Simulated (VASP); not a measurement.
# C in VASP: further runs, part 2 of 2

VASP 6.6.1. The steps go on from the part before.

## (3) Single point, PBE

INCAR reads:

```
PREC = Accurate
ENCUT = 520
EDIFF = 1E-6
ISMEAR = 0
SIGMA = 0.02
LREAL = F
LASPH = T
NELM = 80
ALGO = Normal
ISIF = 2
LWAVE = F
LCHARG = F
GGA = PE
NBANDS = 11
```

KPOINTS reads:

```
Automatic mesh
0
Gamma
  10 10 10
```

POSCAR reads:

```
C
1.0
    0.0000000000      1.7655363000      1.8195796347
    1.7655363000      0.0000000000      1.8195796347
    1.7655363000      1.7655363000      0.0000000000
C
2
Direct
    0.0000000000      0.0000000000      0.0000000000
    0.2500000000      0.2500000000      0.2500000000
```

Potentials or basis: VASP PAW PBE potentials, release 64 (C).

Started as:

```bash
$ cat potpaw_PBE.64/C/POTCAR > POTCAR
$ mpirun -np 1 vasp_std > vasp.out
```

OUTCAR:

```text
PREC = Accurate
   ENCUT = 520
   EDIFF = 1E-6
   ISMEAR = 0
   LREAL = F
   LASPH = T
   NELM = 80
   ISIF = 2
   GGA = PE

 ion  position               nearest neighbor table
   1  0.000  0.000  0.000-   2 1.54   2 1.54   2 1.54   2 1.54
   2  0.250  0.250  0.250-   1 1.54   1 1.54   1 1.54   1 1.54

  LATTYP: Found a body centered tetragonal cell.
 ALAT       =     2.4968453803
 C/A-ratio  =     1.4575028546

  Lattice vectors:

 A1 = (  -1.7655363000,   0.0000000000,   1.8195796347)
 A2 = (   1.7655363000,   0.0000000000,   1.8195796347)
 A3 = (   0.0000000000,   1.7655363000,  -1.8195796347)

Analysis of symmetry for initial positions (statically):
=====================================================================
 Subroutine PRICEL returns:
 Original cell was already a primitive cell.

 Routine SETGRP: Setting up the symmetry group for a
 body centered tetragonal supercell.

 Subroutine GETGRP returns: Found 16 space group operations
 (whereof  8 operations were pure point group operations)
 out of a pool of 16 trial point group operations.

The static configuration has the point symmetry D_2d.
 The point group associated with its full space group is D_4h.

Analysis of symmetry for dynamics (positions and initial velocities):
=====================================================================
 Subroutine PRICEL returns:
 Original cell was already a primitive cell.

 Routine SETGRP: Setting up the symmetry group for a
 body centered tetragonal supercell.

 Subroutine GETGRP returns: Found 16 space group operations
 (whereof  8 operations were pure point group operations)
 out of a pool of 16 trial point group operations.

The dynamic configuration has the point symmetry D_2d.
 The point group associated with its full space group is D_4h.

 Subroutine INISYM returns: Found 16 space group operations
 (whereof  8 operations are pure point group operations),
 and found     1 'primitive' translations

[... 116 lines left out ...]
  Fermi-wavevector in a.u.,A,eV,Ry     =   1.457203  2.753714 28.891161  2.123440
  Thomas-Fermi vector in A             =   2.574032
   LORBIT       =      0    0 simple, 1 ext, 2 COOP (PROOUT), +10 PAW based schemes
   GGA     = PE    functional components
   LHFCALC =     F    Hartree Fock is set to
   AEXX    =    0.0000 exact exchange contribution
   IVDW    =     0    specifies the selected vdW correction
   LEPSILON=     F    determine dielectric tensor
   LRPA    =     F    only Hartree local field effects (RPA)
 non-spin polarized calculation
 Gauss-broadening in eV      SIGMA  =   0.02
  energy-cutoff  :      520.00
  volume of cell :       11.34
 maximum number of plane-waves:       318
   NGX =  9   NGY =  9   NGZ =  9

 number of electron       7.9999999 magnetization

 Free energy of the ion-electron system (eV)
  ---------------------------------------------------
  ext. energy  EPLUGINS =         0.00000000
  ---------------------------------------------------
  free energy    TOTEN  =       -18.16481679 eV

  energy without entropy =      -18.16481679  energy(sigma->0) =      -18.16481679

 E-fermi :  10.0715     XC(G=0): -13.2522

 val. band max:        9.8881205015   @ k =   0.0000   0.0000   0.0000
 cond. band min:      13.6653122461   @ k =   0.4000   0.0000   0.4000
 fundamental gap:      3.7771917446
 Fermi energy:        10.0715354833

 k-point     1 :       0.0000    0.0000    0.0000
  band No.  band energies     occupation
      1     -11.7459      2.00000
      2       9.4181      2.00000
      3       9.8881      2.00000
      4       9.8881      2.00000
      5      15.2055      0.00000
      6      15.2055      0.00000
      7      15.5790      0.00000
      8      23.0460      0.00000
      9      29.0344      0.00000
     10      35.3612      0.00000
     11      36.2206      0.00000
[... 309 lines left out ...]
 k-point    24 :       0.4000    0.3000    0.0000
  band No.  band energies     occupation
      1      -7.3189      2.00000
      2       1.4235      2.00000
      3       3.8532      2.00000
      4       4.6520      2.00000
      5      14.9960      0.00000
      6      18.1014      0.00000
      7      23.7609      0.00000
      8      23.7682      0.00000
      9      31.0871      0.00000
     10      32.3121      0.00000
     11      40.8079      0.00000

 [... further k-points ...]
[... 5 lines left out ...]
  --------------------------------------------------------------------------------------
  -------------------------------------------------------------------------------------
  Total        0.8577154      0.8577154     -1.1888418      0.0000000      0.0000000      0.0000000
  in kB      121.1433105    121.1433105   -167.9114380      0.0000000      0.0000000      0.0000000
  external PRESSURE =      24.7917277 kB  Pullay stress =       0.0000000 kB

 VOLUME and BASIS-vectors are now :
 -----------------------------------------------------------------------------
  energy-cutoff  :      520.00
  volume of cell :       11.34
      direct lattice vectors                 reciprocal lattice vectors
     0.000000000  1.765536300  1.819579635    -0.283200068  0.283200068  0.274788743
     1.765536300  0.000000000  1.819579635     0.283200068 -0.283200068  0.274788743
     1.765536300  1.765536300  0.000000000     0.283200068  0.283200068 -0.274788743

 POSITION                                       TOTAL-FORCE (eV/Angst)
 -----------------------------------------------------------------------------------
      0.00000      0.00000      0.00000        -0.000000     -0.000000     -0.000000
      0.88277      0.88277      0.90979         0.000000      0.000000      0.000000
 -----------------------------------------------------------------------------------
    total drift:                                0.000000      0.000000      0.000000

  FREE ENERGIE OF THE ION-ELECTRON SYSTEM (eV)
  ---------------------------------------------------
  free  energy   TOTEN  =       -18.1648167868 eV

  energy  without entropy=      -18.1648167868  energy(sigma->0) =      -18.16481679
```

OSZICAR:

```text
N       E                     dE             d eps       ncg     rms          rms(c)
DAV:   1     0.106595024202E+01    0.10660E+01   -0.48678E+03  2316   0.720E+02
DAV:   2    -0.184346092757E+02   -0.19501E+02   -0.18724E+02  2982   0.125E+02
DAV:   3    -0.188017928300E+02   -0.36718E+00   -0.36651E+00  2630   0.133E+01
DAV:   4    -0.188023559951E+02   -0.56317E-03   -0.56315E-03  2434   0.658E-01
DAV:   5    -0.188023566704E+02   -0.67531E-06   -0.67548E-06  2582   0.212E-02    0.555E+00
DAV:   6    -0.183239585897E+02    0.47840E+00   -0.24971E-01  2298   0.352E+00    0.332E+00
DAV:   7    -0.181629457566E+02    0.16101E+00   -0.30590E-01  2408   0.394E+00    0.757E-01
DAV:   8    -0.181647558144E+02   -0.18101E-02   -0.85893E-03  2340   0.692E-01    0.436E-02
DAV:   9    -0.181647961725E+02   -0.40358E-04   -0.61898E-05  2714   0.633E-02    0.245E-02
DAV:  10    -0.181648167162E+02   -0.20544E-04   -0.15451E-05  2366   0.346E-02    0.531E-03
DAV:  11    -0.181648167868E+02   -0.70641E-07   -0.24349E-07  1954   0.452E-03
   1 F= -.18164817E+02 E0= -.18164817E+02  d E =-.673075E-41
```

stdout:

```text
POSCAR found type information on POSCAR C
 POSCAR found :  1 types and       2 ions
 scaLAPACK will be used
 LDA part: xc-table for (Slater+PW92), standard interpolation
 POSCAR, INCAR and KPOINTS ok, starting setup
 FFT: planning ... GRIDC
 FFT: planning ... GRID_SOFT
 FFT: planning ... GRID
 WAVECAR not read
 entering main loop
```

It took 12 s on 1 thread of Intel Xeon Platinum 8488C (Sapphire Rapids), shared host; peak memory 0.12 GiB.

Results:

- Free energy: -18.1648 eV
- Pressure: 2.5 GPa
- Band gap on the k mesh: 3.78 eV, indirect (least direct gap 5.32 eV)

Levels at points of the mesh, in eV from the valence-band top:
| k point | band 1 | band 2 | band 3 | band 4 | band 5 | band 6 | band 7 | band 8 | band 9 |
| --- | --- | --- | --- | --- | --- | --- | --- | --- | --- |
| (0.00, 0.00, 0.00) | -21.63 | -0.47 | 0.00 | 0.00 | 5.32 | 5.32 | 5.69 | 13.16 | 19.15 |
| (0.50, 0.00, 0.00) | -15.85 | -13.53 | -3.23 | -2.68 | 7.82 | 8.43 | 9.05 | 15.55 | 21.71 |
| (0.50, 0.50, 0.00) | -13.23 | -13.23 | -6.15 | -6.15 | 5.08 | 5.08 | 16.54 | 16.54 | 22.77 |
| (0.50, 0.00, 0.50) | -12.76 | -12.76 | -6.60 | -6.60 | 4.37 | 4.37 | 16.66 | 16.66 | 23.18 |

A k mesh can miss the band edges.

## (4) Single point, PBE

INCAR reads:

```
SYSTEM = C
PREC = Accurate
ENCUT = 520
EDIFF = 1E-6
ISMEAR = 0
SIGMA = 0.02
LREAL = .False.
LASPH = .True.
NELM = 100
ALGO = Normal
ISIF = 2
LWAVE = .False.
LCHARG = .False.
GGA = PE
NBANDS = 11
```

KPOINTS reads:

```
regular mesh
0
Gamma
  10 10 10
  0 0 0
```

POSCAR reads:

```
C
1.0
    0.0000000000      1.7714808667      1.8073881807
    1.7714808667      0.0000000000      1.8073881807
    1.7714808667      1.7714808667      0.0000000000
C
2
Direct
    0.0000000000      0.0000000000      0.0000000000
    0.2500000000      0.2500000000      0.2500000000
```

Started as:

```bash
$ cat potpaw_PBE.64/C/POTCAR > POTCAR
$ mpirun -np 1 vasp_std > vasp.out
```

It took 17 s on 1 thread of Intel Xeon Platinum 8488C (Sapphire Rapids), shared host; peak memory 0.12 GiB.

The run converged. Its results:

| Property | Result |
| --- | --- |
| Free energy | -18.1762 eV |
| Pressure | 2.5 GPa |
| Band gap on the k mesh | 3.91 eV, indirect (least direct gap 5.41 eV) |

Stress tensor (GPa, compression positive):
```
  8.82   0.00   0.00
  0.00   8.82   0.00
  0.00   0.00 -10.23
```

Levels at points of the mesh, in eV from the valence-band top:
| k point | band 2 | band 3 | band 4 | band 5 | band 6 | band 7 |
| --- | --- | --- | --- | --- | --- | --- |
| (0.00, 0.00, 0.00) | -0.31 | 0.00 | 0.00 | 5.41 | 5.41 | 5.66 |
| (0.50, 0.00, 0.00) | -13.47 | -3.08 | -2.72 | 8.07 | 8.44 | 8.95 |
| (0.50, 0.50, 0.00) | -13.07 | -6.20 | -6.20 | 4.97 | 4.97 | 16.63 |
| (0.50, 0.00, 0.50) | -12.76 | -6.50 | -6.50 | 4.50 | 4.50 | 16.72 |

A k mesh can miss the band edges. As with any semilocal functional, this PBE gap is likely too small.

## (5) Single point, PBE

INCAR reads:

```
SYSTEM = C
ALGO = Normal
EDIFF = 1E-6
ENCUT = 520
GGA = PE
ISIF = 2
ISMEAR = 0
LASPH = .True.
LCHARG = .True.
LELF = .True.
LREAL = .False.
LVHAR = .True.
LWAVE = .False.
NBANDS = 11
NELM = 80
PREC = Accurate
SIGMA = 0.02
```

KPOINTS reads:

```
k-points
0
Gamma
  10 10 10
  0 0 0
```

POSCAR reads:

```
C
1.0
    0.0000000000      1.7774254333      1.7953188443
    1.7774254333      0.0000000000      1.7953188443
    1.7774254333      1.7774254333      0.0000000000
C
2
Direct
    0.0000000000      0.0000000000      0.0000000000
    0.2500000000      0.2500000000      0.2500000000
```

Started as:

```bash
$ cat potpaw_PBE.64/C/POTCAR > POTCAR
$ mpirun -np 1 vasp_std > vasp.out
```

Run time: 14 s. Hardware: 1 thread of Intel Xeon Platinum 8488C (Sapphire Rapids), shared host; peak memory 0.12 GiB.

The run converged. Its results:

| Quantity | Value |
| --- | --- |
| Free energy | -18.1829 eV |
| Pressure | 2.5 GPa |
| Band gap on the k mesh | 4.04 eV, indirect (least direct gap 5.50 eV) |

Stress tensor (GPa, compression positive):
```
 5.60  0.00  0.00
 0.00  5.60  0.00
 0.00  0.00 -3.81
```

Levels at points of the mesh, in eV from the valence-band top:
| k point | band 2 | band 3 | band 4 | band 5 | band 6 | band 7 |
| --- | --- | --- | --- | --- | --- | --- |
| (0.00, 0.00, 0.00) | -0.15 | 0.00 | 0.00 | 5.50 | 5.50 | 5.62 |
| (0.50, 0.00, 0.00) | -13.42 | -2.94 | -2.76 | 8.30 | 8.45 | 8.87 |
| (0.50, 0.50, 0.00) | -12.92 | -6.25 | -6.25 | 4.86 | 4.86 | 16.72 |
| (0.50, 0.00, 0.50) | -12.76 | -6.40 | -6.40 | 4.63 | 4.63 | 16.77 |

A k mesh can miss the band edges. PBE gaps usually lie below the measured ones, often by a third to a half.

## (6) Single point, PBE

INCAR reads:

```
PREC = Accurate ; ENCUT = 520
EDIFF = 1E-7 ; ISMEAR = 0
SIGMA = 0.02 ; LREAL = F
LASPH = T ; NELM = 100
ALGO = Normal ; ISIF = 2
LWAVE = F ; LCHARG = F
GGA = PE ; NBANDS = 11
```

KPOINTS reads:

```
Automatic mesh
0
Gamma
  10 10 10
```

POSCAR reads:

```
C
1.0
    0.0000000000      1.7893145667      1.7715400492
    1.7893145667      0.0000000000      1.7715400492
    1.7893145667      1.7893145667      0.0000000000
C
2
Direct
    0.0000000000      0.0000000000      0.0000000000
    0.2500000000      0.2500000000      0.2500000000
```

Potentials or basis: VASP PAW PBE potentials, release 64 (C).

Started as:

```bash
$ cat potpaw_PBE.64/C/POTCAR > POTCAR
$ mpirun -np 1 vasp_std > vasp.out
```

OUTCAR:

```text
PREC = Accurate
   ENCUT = 520
   EDIFF = 1E-7
   ISMEAR = 0
   LREAL = F
   LASPH = T
   NELM = 100
   ISIF = 2
   GGA = PE

 ion  position               nearest neighbor table
   1  0.000  0.000  0.000-   2 1.54   2 1.54   2 1.54   2 1.54
   2  0.250  0.250  0.250-   1 1.54   1 1.54   1 1.54   1 1.54

  LATTYP: Found a body centered tetragonal cell.
 ALAT       =     2.5304729276
 C/A-ratio  =     1.4001651864

  Lattice vectors:

 A1 = (   0.0000000000,  -1.7893145667,  -1.7715400492)
 A2 = (   0.0000000000,   1.7893145667,  -1.7715400492)
 A3 = (   1.7893145667,   0.0000000000,   1.7715400492)

Analysis of symmetry for initial positions (statically):
=====================================================================
 Subroutine PRICEL returns:
 Original cell was already a primitive cell.

 Routine SETGRP: Setting up the symmetry group for a
 body centered tetragonal supercell.

 Subroutine GETGRP returns: Found 16 space group operations
 (whereof  8 operations were pure point group operations)
 out of a pool of 16 trial point group operations.

The static configuration has the point symmetry D_2d.
 The point group associated with its full space group is D_4h.

[... 166 lines left out ...]
 Fermi energy:         9.9454441933

 k-point     1 :       0.0000    0.0000    0.0000
  band No.  band energies     occupation
      1     -11.7471      2.00000
      2       9.6805      2.00000
      3       9.6805      2.00000
      4       9.8295      2.00000
      5      15.2386      0.00000
      6      15.3623      0.00000
      7      15.3623      0.00000
      8      23.0605      0.00000
      9      29.0250      0.00000
     10      36.0046      0.00000
     11      36.5095      0.00000
[... 309 lines left out ...]
 k-point    24 :       0.4000    0.3000    0.0000
  band No.  band energies     occupation
      1      -7.1006      2.00000
      2       1.7427      2.00000
      3       3.7318      2.00000
      4       4.2846      2.00000
      5      14.3661      0.00000
      6      17.6377      0.00000
      7      23.8248      0.00000
      8      23.8966      0.00000
      9      31.5801      0.00000
     10      32.7371      0.00000
     11      40.3932      0.00000

 [... further k-points ...]
[... 5 lines left out ...]
  --------------------------------------------------------------------------------------
  -------------------------------------------------------------------------------------
  Total       -0.0426828     -0.0426828      0.6079843      0.0000000      0.0000000     -0.0000000
  in kB       -6.0284918     -6.0284918     85.8714041      0.0000000      0.0000000     -0.0000000
  external PRESSURE =      24.6048068 kB  Pullay stress =       0.0000000 kB

 VOLUME and BASIS-vectors are now :
 -----------------------------------------------------------------------------
  energy-cutoff  :      520.00
  volume of cell :       11.34
      direct lattice vectors                 reciprocal lattice vectors
     0.000000000  1.789314567  1.771540049    -0.279436612  0.279436612  0.282240303
     1.789314567  0.000000000  1.771540049     0.279436612 -0.279436612  0.282240303
     1.789314567  1.789314567  0.000000000     0.279436612  0.279436612 -0.282240303

 POSITION                                       TOTAL-FORCE (eV/Angst)
 -----------------------------------------------------------------------------------
      0.00000      0.00000      0.00000        -0.000000      0.000000     -0.000000
      0.89466      0.89466      0.88577         0.000000     -0.000000      0.000000
 -----------------------------------------------------------------------------------
    total drift:                                0.000000      0.000000      0.000000

  FREE ENERGIE OF THE ION-ELECTRON SYSTEM (eV)
  ---------------------------------------------------
  free  energy   TOTEN  =       -18.1830052901 eV

  energy  without entropy=      -18.1830052901  energy(sigma->0) =      -18.18300529
```

Wall time 13 s (1 thread of Intel Xeon Platinum 8488C (Sapphire Rapids), shared host); peak memory 0.12 GiB.

Results:

* Free energy: -18.1830 eV
* Pressure: 2.5 GPa
* Band gap on the k mesh: 3.91 eV, indirect (least direct gap 5.41 eV)

## (7) Summary

| cell | gap on the mesh (eV) | pressure (GPa) |
| --- | --- | --- |
| a = 2.522 Å, angles 60.0°, 2 atoms | 4.17 | 2.5 |
| a = 2.535, b = 2.535, c = 2.497 Å, angles 60.5, 60.5, 59.0°, 2 atoms | 3.78 | 2.5 |
| a = 2.531, b = 2.531, c = 2.505 Å, angles 60.3, 60.3, 59.3°, 2 atoms | 3.91 | 2.5 |
| a = 2.526, b = 2.526, c = 2.514 Å, angles 60.2, 60.2, 59.7°, 2 atoms | 4.04 | 2.5 |
| a = 2.518, b = 2.518, c = 2.530 Å, angles 59.8, 59.8, 60.3°, 2 atoms | 3.91 | 2.5 |

Alike in all rows: task single point; level PBE; potentials or basis VASP PAW PBE potentials, release 64 (C); no spin polarisation; k mesh 10 × 10 × 10; cutoff (eV) 520; smearing gaussian 0.02 eV.

Total energies depend on the potentials used, so only differences within one code and one set of settings carry meaning.
